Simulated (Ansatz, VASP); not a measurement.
# One calculation of Br, two programs

```xyz
3
Lattice="4.4444 0.0000 0.0000 0.0000 4.4444 0.0000 0.0000 0.0000 4.5976" Properties=species:S:1:pos:R:3 pbc="T T T"
Br    2.2222    0.0000    0.0000
Br    0.0000    2.2222    0.0000
Br    0.0000    0.0000    2.2988
```

Alike in both runs: task single point; functional LDA; k mesh 8 × 8 × 8; occupations fermi-dirac, width 0.1 eV; no spin polarisation.

|  | VASP | Ansatz |
| --- | --- | --- |
| version | VASP 6.6.1 | Ansatz 0.2.0 |
| potentials or method | VASP PAW LDA potentials, release 64 (Br), cutoff 520 eV | plane waves, PAW |
| valence electrons in the cell | 21 | 21 |

|  | VASP | Ansatz | Ansatz less VASP |
| --- | --- | --- | --- |
| pressure (GPa) | -2.5 | -2.6 | -0.05 |
| traceless stress, the component that is largest in VASP (GPa) | 0.26 | 0.26 | 0.000 |

LDA's correlation is that of Perdew and Zunger in VASP and of Perdew and Wang (1992) in Ansatz.
